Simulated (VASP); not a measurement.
A run of VASP 6.6.1 is set up as follows.

INCAR

```
PREC = Accurate
ENCUT = 520
EDIFF = 1E-6
ISMEAR = 0
SIGMA = 0.05
LREAL = F
LASPH = T
NELM = 100
ALGO = Normal
ISIF = 2
LWAVE = F
LCHARG = F
GGA = PE
NBANDS = 18
```

The input KPOINTS:

```
regular mesh
0
Gamma
  12 12 6
```

The input POSCAR:

```
PtS2
1.0
    3.9930216107      0.0000000000      0.0000000000
   -1.9965108054      3.4580581527      0.0000000000
    0.0000000000      0.0000000000      6.0462333230
Pt S
1 2
Direct
    0.0000000000      0.0000000000      0.0000000000
    0.3333333333      0.6666666667      0.1654728612
    0.6666666667      0.3333333333      0.8345271388
```

Potentials or basis: VASP PAW PBE potentials, release 64 (Pt, S).

Run with:

```console
$ cat potpaw_PBE.64/Pt/POTCAR potpaw_PBE.64/S/POTCAR > POTCAR
$ mpirun -np 1 vasp_std > vasp.out
```

Question: What does it give for the largest force?

Answer: 0.017 eV/Å.

Question: Predict the pressure.

Answer: -9.4 GPa.

Question: What does it give for the band gap on the k mesh?

Answer: 0.63 eV, indirect (least direct gap 0.72 eV).

Forces on the atoms (eV/Å):
```
Pt   0.000  0.000  0.000
S    0.000  0.000 -0.017
S    0.000  0.000  0.017
```

Caveat: spin-orbit coupling is left out, which moves the levels of the heavy elements; this functional lacks dispersion, which binds the layers, so the pressure and a relaxed spacing across them are unreliable. A k mesh can miss the band edges.
